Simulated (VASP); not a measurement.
# Si (P6_3/mmc) in VASP: further runs, part 2 of 2

VASP 6.6.1. Earlier steps stand in the parts before.

### 4 Single point, PBE

This run uses another cell than the first one, of 20.44 Å³/atom.

INCAR reads:

```
SYSTEM = Si
PREC = Accurate
ENCUT = 520
EDIFF = 1E-7
ISMEAR = -1
SIGMA = 0.02
LREAL = .False.
LASPH = .True.
NELM = 100
ALGO = Normal
ISIF = 2
LWAVE = .False.
LCHARG = .False.
GGA = PE
NBANDS = 16
```

KPOINTS reads:

```
regular mesh
0
Gamma
  12 12 4
  0 0 0
```

POSCAR reads:

```
Si
1.0
    3.8515735486      0.0000000000      0.0000000000
   -1.9257867743      3.3355605376      0.0000000000
    0.0000000000      0.0000000000      6.3645780720
Si
4
Direct
    0.3333333333      0.6666666667      0.0004225454
    0.6666666667      0.3333333333      0.5004225454
    0.3333333333      0.6666666667      0.3745774546
    0.6666666667      0.3333333333      0.8745774546
```

Potentials or basis: VASP PAW PBE potentials, release 64 (Si).

On the command line:

```
$ cat potpaw_PBE.64/Si/POTCAR > POTCAR
$ mpirun -np 1 vasp_std > vasp.out
```

OUTCAR:

```text
SYSTEM = Si
   PREC = Accurate
   ENCUT = 520
   EDIFF = 1E-7
   ISMEAR = -1
   LREAL = .False.
   LASPH = .True.
   NELM = 100
   ISIF = 2
   GGA = PE

 ion  position               nearest neighbor table
   1  0.333  0.667  0.000-   4 2.36   4 2.36   4 2.36   3 2.38
   2  0.667  0.333  0.500-   3 2.36   3 2.36   3 2.36   4 2.38
   3  0.333  0.667  0.375-   2 2.36   2 2.36   2 2.36   1 2.38
   4  0.667  0.333  0.875-   1 2.36   1 2.36   1 2.36   2 2.38

  LATTYP: Found a hexagonal cell.
 ALAT       =     3.8515735486
 C/A-ratio  =     1.6524617774

  Lattice vectors:

 A1 = (   3.8515735486,   0.0000000000,   0.0000000000)
 A2 = (  -1.9257867743,   3.3355605376,   0.0000000000)
 A3 = (   0.0000000000,   0.0000000000,   6.3645780720)

Analysis of symmetry for initial positions (statically):
=====================================================================
 Subroutine PRICEL returns:
 Original cell was already a primitive cell.

 Routine SETGRP: Setting up the symmetry group for a
 hexagonal supercell.

 Subroutine GETGRP returns: Found 24 space group operations
 (whereof  6 operations were pure point group operations)
 out of a pool of 24 trial point group operations.

The static configuration has the point symmetry C_3v.
 The point group associated with its full space group is D_6h.

Analysis of symmetry for dynamics (positions and initial velocities):
=====================================================================
 Subroutine PRICEL returns:
 Original cell was already a primitive cell.

 Routine SETGRP: Setting up the symmetry group for a
 hexagonal supercell.

 Subroutine GETGRP returns: Found 24 space group operations
 (whereof  6 operations were pure point group operations)
 out of a pool of 24 trial point group operations.

The dynamic configuration has the point symmetry C_3v.
 The point group associated with its full space group is D_6h.

 Subroutine INISYM returns: Found 24 space group operations
 (whereof  6 operations are pure point group operations),
 and found     1 'primitive' translations

----------------------------------------------------------------------------------------

                                     Primitive cell

  volume of cell :      81.7667

  direct lattice vectors                    reciprocal lattice vectors
     3.851573549  0.000000000  0.000000000     0.259634144  0.149899843  0.000000000
    -1.925786774  3.335560538  0.000000000     0.000000000  0.299799685  0.000000000
     0.000000000  0.000000000  6.364578072     0.000000000  0.000000000  0.157119606

  length of vectors
     3.851573549  3.851573549  6.364578072     0.299799685  0.299799685  0.157119606

  position of ions in fractional coordinates (direct lattice)
     0.333333333  0.666666667  0.000422545
     0.666666667  0.333333333  0.500422545
     0.333333333  0.666666667  0.374577455
     0.666666667  0.333333333  0.874577455

  ion indices of the primitive-cell ions
   primitive index   ion index
                 1           1
                 2           2
                 3           3
                 4           4

----------------------------------------------------------------------------------------

 KPOINTS: regular mesh

Automatic generation of k-mesh.
 Grid dimensions read from file:
[... 23 lines left out ...]
  0.083333  0.000000  0.000000      6.000000
  0.166667  0.000000  0.000000      6.000000
  0.250000  0.000000  0.000000      6.000000
  0.333333  0.000000  0.000000      6.000000
  0.416667  0.000000  0.000000      6.000000
[... 16 lines left out ...]
  0.250000  0.000000  0.250000     12.000000
  0.333333  0.000000  0.250000     12.000000
 [... further k-points ...]
   k-points           NKPTS =     57   k-points in BZ     NKDIM =     57   number of bands    NBANDS=     16
   number of dos      NEDOS =    301   number of ions     NIONS =      4
   total plane-waves  NPLWV =  43200
   dimension x,y,z NGX =    30 NGY =   30 NGZ =   48
   dimension x,y,z NGXF=    60 NGYF=   60 NGZF=   96
   ions per type =               4
   NGX,Y,Z   is equivalent  to a cutoff of  12.95, 12.95, 12.54 a.u.
   NGXF,Y,Z  is equivalent  to a cutoff of  25.90, 25.90, 25.08 a.u.
 SYSTEM =  Si
   PREC   = accura    normal or accurate (medium, high low for compatibility)
   ISTART =      0    job   : 0-new  1-cont  2-samecut
   ICHARG =      2    charge: 1-file 2-atom 10-const
   ISPIN  =      1    spin polarized calculation?
   LNONCOLLINEAR =      F non collinear calculations
   LSORBIT =      F    spin-orbit coupling
   LASPH  =      T    aspherical Exc in radial PAW
   ENCUT  =  520.0 eV  38.22 Ry    6.18 a.u.   7.16  7.16 11.83*2*pi/ulx,y,z
   NELM   =    100;   NELMIN=  2; NELMDL= -5     # of ELM steps
   EDIFF  = 0.1E-06   stopping-criterion for ELM
   LREAL  =      F    real-space projection
   EDIFFG = 0.1E-05   stopping-criterion for IOM
   NSW    =      0    number of steps for IOM
   IBRION =     -1    ionic relax: 0-MD 1-quasi-New 2-CG
   NFREE  =      0    steps in history (QN), initial steepest desc. (CG)
   ISIF   =      2    stress and relaxation
   ISYM   =      2    0-nonsym 1-usesym 2-fastsym
   POTIM  = 0.5000    time-step for ionic-motion
   TEBEG  =    0.0;   TEEND  =   0.0 temperature during run
   PSTRESS=    0.0 pullay stress
   NELECT =      16.0000    total number of electrons
   NUPDOWN=      -1.0000    fix difference up-down
   EMIN   =  10.00;   EMAX   =-10.00  energy-range for DOS
   EFERMI =   0.00;   METHOD = LEGACY
   ISMEAR =    -1;   SIGMA  =   0.02  broadening in eV -4-tet -1-fermi 0-gaus
   EFERMI_NEDOS =   21; number of points for ismear=-14 and -15
   IALGO  =     38    algorithm
   IMIX   =      4    mixing-type and parameters
     AMIX     =   0.40;   BMIX     =  1.00
     AMIX_MAG =   1.60;   BMIX_MAG =  1.00
  volume/ion in A,a.u.               =      20.44       137.95
  Fermi-wavevector in a.u.,A,eV,Ry     =   0.950435  1.796063 12.290517  0.903327
  Thomas-Fermi vector in A             =   2.078812
   LORBIT       =      0    0 simple, 1 ext, 2 COOP (PROOUT), +10 PAW based schemes
   GGA     = PE    functional components
   LHFCALC =     F    Hartree Fock is set to
   AEXX    =    0.0000 exact exchange contribution
   IVDW    =     0    specifies the selected vdW correction
   LEPSILON=     F    determine dielectric tensor
   LRPA    =     F    only Hartree local field effects (RPA)
 non-spin polarized calculation
  energy-cutoff  :      520.00
  volume of cell :       81.77
 maximum number of plane-waves:      2223
 NGX is ok and might be reduce to    30
   NGX = 15   NGY = 15   NGZ = 23

 number of electron      16.0000001 magnetization

 Free energy of the ion-electron system (eV)
  ---------------------------------------------------
  ext. energy  EPLUGINS =         0.00000000
  ---------------------------------------------------
  free energy    TOTEN  =       -21.65642423 eV

  energy without entropy =      -21.65642418  energy(sigma->0) =      -21.65642421

 E-fermi :   6.0833     XC(G=0):  -9.3234

 val. band max:        5.8611413429   @ k =   0.0000   0.0000   0.0000
 cond. band min:       6.3142110915   @ k =   0.5000   0.0000   0.0000
 fundamental gap:      0.4530697486
 Fermi energy:         6.0833167254

 k-point     1 :       0.0000    0.0000    0.0000
  band No.  band energies     occupation
      1      -6.2127      2.00000
      2      -3.9680      2.00000
      3      -1.2639      2.00000
      4       4.3686      2.00000
      5       4.3686      2.00000
      6       5.5274      2.00000
[... 433 lines left out ...]
      3      -0.8333      2.00000
      4       0.9133      2.00000
      5       1.6572      2.00000
      6       3.2905      2.00000
[... 8 lines left out ...]
     15      12.7962      0.00000
     16      13.0959      0.00000

 [... further k-points ...]

------------------------ aborting loop because EDIFF is reached ----------------------------------------

  FORCE on cell =-STRESS in cart. coord.  units (eV):
  Direction    XX          YY          ZZ          XY          YZ          ZX
  --------------------------------------------------------------------------------------
  -------------------------------------------------------------------------------------
  Total       -0.0386316     -0.0386316     -0.0431016      0.0000000      0.0000000      0.0000000
  in kB       -0.7569674     -0.7569674     -0.8445546      0.0000000      0.0000000      0.0000000
  external PRESSURE =      -0.7861631 kB  Pullay stress =       0.0000000 kB

 VOLUME and BASIS-vectors are now :
 -----------------------------------------------------------------------------
  energy-cutoff  :      520.00
  volume of cell :       81.77
      direct lattice vectors                 reciprocal lattice vectors
     3.851573549  0.000000000  0.000000000     0.259634144  0.149899843  0.000000000
    -1.925786774  3.335560538  0.000000000     0.000000000  0.299799685  0.000000000
     0.000000000  0.000000000  6.364578072     0.000000000  0.000000000  0.157119606

 POSITION                                       TOTAL-FORCE (eV/Angst)
 -----------------------------------------------------------------------------------
     -0.00000      2.22371      0.00269         0.000000     -0.000000     -0.000481
      1.92579      1.11185      3.18498         0.000000      0.000000     -0.000481
     -0.00000      2.22371      2.38403        -0.000000     -0.000000      0.000481
      1.92579      1.11185      5.56632        -0.000000      0.000000      0.000481
 -----------------------------------------------------------------------------------
    total drift:                               -0.000000      0.000000     -0.000000

  FREE ENERGIE OF THE ION-ELECTRON SYSTEM (eV)
  ---------------------------------------------------
  free  energy   TOTEN  =       -21.6564242331 eV

  energy  without entropy=      -21.6564241814  energy(sigma->0) =      -21.65642421
```

stdout:

```text
POSCAR found type information on POSCAR Si
 POSCAR found :  1 types and       4 ions
 scaLAPACK will be used
 LDA part: xc-table for (Slater+PW92), standard interpolation
 POSCAR, INCAR and KPOINTS ok, starting setup
 FFT: planning ... GRIDC
 FFT: planning ... GRID_SOFT
 FFT: planning ... GRID
 WAVECAR not read
 entering main loop
```

Run time: 39 s. Hardware: 1 thread of AMD EPYC 9R45 (Zen 5), shared host; peak memory 0.18 GiB.

What came out:

```yaml
Free_energy: -21.6564 eV
Pressure: -0.1 GPa
Band_gap_on_the_k_mesh: 0.45 eV (least direct gap 0.99 eV)
```

Levels at points of the mesh, in eV from the valence-band top:
| k point | band 5 | band 6 | band 7 | band 8 | band 9 | band 10 | band 11 | band 12 |
| --- | --- | --- | --- | --- | --- | --- | --- | --- |
| (0.00, 0.00, 0.00) | -1.49 | -0.33 | 0.00 | 0.00 | 0.99 | 2.02 | 2.02 | 2.32 |
| (0.50, 0.00, 0.00) | -4.58 | -3.00 | -2.92 | -1.42 | 0.45 | 2.33 | 3.02 | 3.13 |
| (0.00, 0.00, 0.50) | -0.91 | -0.91 | -0.91 | -0.91 | 1.77 | 1.77 | 2.99 | 2.99 |
| (0.50, 0.00, 0.50) | -2.41 | -2.41 | -2.38 | -2.38 | 0.93 | 0.93 | 1.70 | 1.70 |

### 5 Overview

```csv
level,potentials or basis,cell,smearing,gap on the mesh (eV),pressure (GPa)
LDA,"VASP PAW LDA potentials, release 64 (Si)","a = 3.832, b = 3.832, c = 6.341 Å, angles 90.0, 90.0, 120.0°, 4 atoms, atomic positions A",gaussian 0.01 eV,0.32,-2.2
PBEsol,"VASP PAW PBE potentials, release 64 (Si)","a = 3.825, b = 3.825, c = 6.323 Å, angles 90.0, 90.0, 120.0°, 4 atoms, atomic positions B",fermi-dirac 0.02 eV,0.29,0.1
PBE,"VASP PAW PBE potentials, release 64 (Si)","a = 3.852, b = 3.852, c = 6.365 Å, angles 90.0, 90.0, 120.0°, 4 atoms, atomic positions C",fermi-dirac 0.02 eV,0.45,-0.1
```

Alike in all rows: task single point; no spin polarisation; k mesh 12 × 12 × 4; cutoff (eV) 520.

Caveats: the PAW data sets were made with another functional, which shifts forces and pressure a little (at least some runs).

Absolute energies hang on the potentials; compare differences alone.
